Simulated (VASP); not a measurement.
# MnO2 (P-3m1) in VASP: further runs

Runs on MnO2. Level: LDA+U. Tasks: single point.

Program: VASP 6.6.1. These are calculated values, not measurements. Logs are shortened: lines on timing, memory, paths and dates and some standing lists are left out, and cuts for length are marked.

### 1 The cell of the first run

It takes space group P-3m1 (No. 164, trigonal). Conventional cell: a = 2.857 Å, b = 2.857 Å, c = 4.601 Å, α = 90.00°, β = 90.00°, γ = 120.00°. Mn (site symmetry -3m) has 6 O at 1.90 Å within 2.5 Å. O (site symmetry 3m) has 3 Mn at 1.90 Å and 3 O at 2.51 Å within 2.6 Å.

### 2 Single point, LDA+U, collinear spin, ferromagnetic start

File INCAR:

```
SYSTEM = MnO2
  PREC = Accurate
  ENCUT = 520
  EDIFF = 1E-7
  ISMEAR = -1
  SIGMA = 0.03
  LREAL = .FALSE.
  LASPH = .TRUE.
  NELM = 150
  ALGO = Normal
  ISIF = 2
  LWAVE = .FALSE.
  LCHARG = .TRUE.
  ISPIN = 2
  MAGMOM = 4 0 0
  LORBIT = 11
  LMAXMIX = 4
  LDAU = .TRUE.
  LDAUTYPE = 2
  LDAUL = 2 -1
  LDAUU = 4.5 0
  LDAUJ = 0 0
  LDAUPRINT = 1
  GGA = CA
  LELF = .TRUE.
  LVHAR = .TRUE.
  NBANDS = 24
```

File KPOINTS:

```
regular mesh
0
G
  11 11 6
  0 0 0
```

File POSCAR:

```
MnO2
1.0
    2.8565781804      0.0000000000      0.0000000000
   -1.4282890902      2.4738692722      0.0000000000
    0.0000000000      0.0000000000      4.6013740589
Mn O
1 2
Direct
    0.0000000000      0.0000000000      0.5000000000
    0.6666666667      0.3333333333      0.2937074300
    0.3333333333      0.6666666667      0.7062925700
```

Potentials or basis: VASP PAW LDA potentials, release 64 (Mn_pv, O).

Started as:

```console
$ cat potpaw_LDA.64/Mn_pv/POTCAR potpaw_LDA.64/O/POTCAR > POTCAR
$ mpirun -np 1 vasp_std > vasp.out
```

OUTCAR:

```text
SYSTEM = MnO2
   PREC = Accurate
   ENCUT = 520
   EDIFF = 1E-7
   ISMEAR = -1
   LREAL = .FALSE.
   LASPH = .TRUE.
   NELM = 150
   ISIF = 2
   ISPIN = 2
   LORBIT = 11
   GGA = CA

 ion  position               nearest neighbor table
   1  0.000  0.000  0.500-   2 1.90   3 1.90   2 1.90   3 1.90   2 1.90   3 1.90
   2  0.667  0.333  0.294-   1 1.90   1 1.90   1 1.90
   3  0.333  0.667  0.706-   1 1.90   1 1.90   1 1.90

  LATTYP: Found a hexagonal cell.
 ALAT       =     2.8565781804
 C/A-ratio  =     1.6107992739

  Lattice vectors:

 A1 = (   2.8565781804,   0.0000000000,   0.0000000000)
 A2 = (  -1.4282890902,   2.4738692722,   0.0000000000)
 A3 = (   0.0000000000,   0.0000000000,   4.6013740589)

Analysis of symmetry for initial positions (statically):
=====================================================================
 Subroutine PRICEL returns:
 Original cell was already a primitive cell.

 Routine SETGRP: Setting up the symmetry group for a
 hexagonal supercell.

 Subroutine GETGRP returns: Found 12 space group operations
 (whereof 12 operations were pure point group operations)
 out of a pool of 24 trial point group operations.

The static configuration has the point symmetry D_3d.

Analysis of symmetry for dynamics (positions and initial velocities):
=====================================================================
 Subroutine PRICEL returns:
 Original cell was already a primitive cell.

 Routine SETGRP: Setting up the symmetry group for a
 hexagonal supercell.

 Subroutine GETGRP returns: Found 12 space group operations
 (whereof 12 operations were pure point group operations)
 out of a pool of 24 trial point group operations.

The dynamic configuration has the point symmetry D_3d.

Analysis of structural, dynamic, and magnetic symmetry:
=====================================================================
[... 178 lines left out ...]
  o =  0.0903  v =  0.0000  0.0000  0.0000  0.0000  0.0000 -0.0000  0.6785  0.0000 -0.0000  0.7346      0.0000  0.0000  0.0000  0.0000  0.0000  0.0000  0.0000  0.0000  0.0000  0.0000
  o =  0.3284  v =  0.0000  0.0000  0.0000  0.0000  0.0000  0.6785 -0.0000 -0.0000 -0.7346  0.0000      0.0000  0.0000  0.0000  0.0000  0.0000  0.0000  0.0000  0.0000  0.0000  0.0000
  o =  0.3284  v =  0.0000  0.0000  0.0000  0.0000  0.0000  0.0000  0.7346 -0.0000 -0.0000 -0.6785      0.0000  0.0000  0.0000  0.0000  0.0000  0.0000  0.0000  0.0000  0.0000  0.0000
  o =  0.5577  v = -0.6449  0.0000  0.0000  0.7642  0.0000  0.0000  0.0000  0.0000  0.0000  0.0000      0.0000  0.0000  0.0000  0.0000  0.0000  0.0000  0.0000  0.0000  0.0000  0.0000
  o =  0.5577  v =  0.0000 -0.7642 -0.0000  0.0000  0.6449  0.0000  0.0000  0.0000  0.0000  0.0000      0.0000  0.0000  0.0000  0.0000  0.0000  0.0000  0.0000  0.0000  0.0000  0.0000
  o =  0.9627  v =  0.0000  0.0000 -1.0000  0.0000  0.0000  0.0000  0.0000  0.0000  0.0000  0.0000      0.0000  0.0000  0.0000  0.0000  0.0000  0.0000  0.0000  0.0000  0.0000  0.0000
  o =  0.9641  v = -0.7642 -0.0000 -0.0000 -0.6449 -0.0000  0.0000  0.0000  0.0000  0.0000  0.0000      0.0000  0.0000  0.0000  0.0000  0.0000  0.0000  0.0000  0.0000  0.0000  0.0000
  o =  0.9641  v =  0.0000 -0.6449 -0.0000  0.0000 -0.7642  0.0000  0.0000  0.0000  0.0000  0.0000      0.0000  0.0000  0.0000  0.0000  0.0000  0.0000  0.0000  0.0000  0.0000  0.0000

 number of electron      24.9999998 magnetization       3.0000360

 Free energy of the ion-electron system (eV)
  ---------------------------------------------------
  ext. energy  EPLUGINS =         0.00000000
  ---------------------------------------------------
  free energy    TOTEN  =       -23.02029440 eV

  energy without entropy =      -23.02029440  energy(sigma->0) =      -23.02029440

 E-fermi :   2.9688     XC(G=0): -11.4345

 val. band max:        2.3355121126   @ k =  -0.0909   0.2727   0.1667
 cond. band min:       4.1279297556   @ k =   0.0000   0.2727   0.3333
 fundamental gap:      1.7924176430
 Fermi energy:         2.9688218801

 spin component 1

 k-point     1 :       0.0000    0.0000    0.0000
  band No.  band energies     occupation
      1     -47.1829      1.00000
      2     -47.1829      1.00000
      3     -47.1555      1.00000
      4     -16.3154      1.00000
      5     -13.8148      1.00000
      6      -4.1774      1.00000
[... 1289 lines left out ...]
     23      24.3290      0.00000
     24      26.0601      0.00000

 [... further k-points ...]

------------------------ aborting loop because EDIFF is reached ----------------------------------------

  FORCE on cell =-STRESS in cart. coord.  units (eV):
  Direction    XX          YY          ZZ          XY          YZ          ZX
  --------------------------------------------------------------------------------------
  -------------------------------------------------------------------------------------
  Total       -0.3310914     -0.3310914     -0.5348672      0.0000000     -0.0000000      0.0000000
  in kB      -16.3135350    -16.3135350    -26.3539753      0.0000000     -0.0000000      0.0000000
  external PRESSURE =     -19.6603485 kB  Pullay stress =       0.0000000 kB

 VOLUME and BASIS-vectors are now :
 -----------------------------------------------------------------------------
  energy-cutoff  :      520.00
  volume of cell :       32.52
      direct lattice vectors                 reciprocal lattice vectors
     2.856578180  0.000000000  0.000000000     0.350069187  0.202112539  0.000000000
    -1.428289090  2.473869272  0.000000000     0.000000000  0.404225078  0.000000000
     0.000000000  0.000000000  4.601374059     0.000000000  0.000000000  0.217326387

 POSITION                                       TOTAL-FORCE (eV/Angst)
 -----------------------------------------------------------------------------------
      0.00000      0.00000      2.30069        -0.000000      0.000000      0.000000
      1.42829      0.82462      1.35146        -0.000000     -0.000000      0.156931
     -0.00000      1.64925      3.24992         0.000000      0.000000     -0.156931
 -----------------------------------------------------------------------------------
    total drift:                               -0.000000      0.000000      0.000000

  FREE ENERGIE OF THE ION-ELECTRON SYSTEM (eV)
  ---------------------------------------------------
  free  energy   TOTEN  =       -23.0202944047 eV

  energy  without entropy=      -23.0202944047  energy(sigma->0) =      -23.02029440

 total charge

# of ion       s       p       d       tot
------------------------------------------
    1        0.366   6.487   4.896  11.750
    2        1.571   3.407   0.000   4.978
    3        1.571   3.407   0.000   4.978
--------------------------------------------------
tot          3.508  13.301   4.896  21.706

 magnetization (x)

# of ion       s       p       d       tot
------------------------------------------
    1        0.029   0.037   3.079   3.145
    2        0.002  -0.090   0.000  -0.088
    3        0.002  -0.090   0.000  -0.088
--------------------------------------------------
tot          0.032  -0.143   3.079   2.969
```

OSZICAR:

```text
N       E                     dE             d eps       ncg     rms          rms(c)
DAV:   1     0.244228477989E+03    0.24423E+03   -0.14032E+04  8080   0.120E+03
DAV:   2    -0.148760169497E+02   -0.25910E+03   -0.24295E+03  8840   0.359E+02
DAV:   3    -0.291183269923E+02   -0.14242E+02   -0.14168E+02  9352   0.911E+01
DAV:   4    -0.292437303860E+02   -0.12540E+00   -0.12539E+00  8968   0.898E+00
DAV:   5    -0.292451225238E+02   -0.13921E-02   -0.13921E-02  9600   0.909E-01    0.311E+01
DAV:   6    -0.258142144350E+02    0.34309E+01   -0.65059E+01  9584   0.757E+01    0.297E+01
DAV:   7    -0.234340491334E+02    0.23802E+01   -0.40850E+01  9056   0.564E+01    0.135E+01
DAV:   8    -0.230256078767E+02    0.40844E+00   -0.18253E+00  8976   0.124E+01    0.547E+00
DAV:   9    -0.230452792423E+02   -0.19671E-01   -0.68908E-01  9936   0.803E+00    0.269E+00
DAV:  10    -0.230196730404E+02    0.25606E-01   -0.16962E-01  8928   0.447E+00    0.695E-01
DAV:  11    -0.230197882150E+02   -0.11517E-03   -0.94518E-03  9656   0.897E-01    0.310E-01
DAV:  12    -0.230202663557E+02   -0.47814E-03   -0.18877E-03  9192   0.266E-01    0.162E-01
DAV:  13    -0.230202781421E+02   -0.11786E-04   -0.51413E-04  9928   0.214E-01    0.391E-02
DAV:  14    -0.230202912564E+02   -0.13114E-04   -0.45390E-05  9136   0.534E-02    0.190E-02
DAV:  15    -0.230202941517E+02   -0.28953E-05   -0.95824E-06  9184   0.234E-02    0.735E-03
DAV:  16    -0.230202944004E+02   -0.24866E-06   -0.33378E-06  8960   0.129E-02    0.393E-03
DAV:  17    -0.230202944047E+02   -0.43478E-08   -0.21145E-07  6392   0.296E-03
   1 F= -.23020294E+02 E0= -.23020294E+02  d E =-.246491E-10  mag=     3.0000
```

Wall time 71 s (1 thread of AMD EPYC 9R45 (Zen 5), shared host); peak memory 0.18 GiB.

Results:

```
Free energy                                           : -23.0203 eV
Pressure                                              : -2.0 GPa
Largest force                                         : 0.157 eV/Å
Band gap on the k mesh                                : 1.79 eV (least direct gap 1.95 eV)
Net moment                                            : 3.00 μB per cell
Site moments                                          : Mn +3.15; O -0.09 μB
Valence electrons inside the program's atomic spheres : Mn 11.75; O 4.98
```

Forces in eV/Å, atoms in the order of the input:
```
Mn   0.000  0.000  0.000
O    0.000  0.000  0.157
O    0.000  0.000 -0.157
```

Eigenvalues of the final occupation matrices:
```
    site  spin  trace               eigenvalues
site 1 d     1   4.01  0.56 0.56 0.96 0.96 0.96
site 1 d     2   0.92  0.09 0.09 0.09 0.33 0.33
```

Caveat: a cell with one magnetic atom can't hold antiferromagnetic order, which such compounds often take.

(Continued in part 2 of 2.)
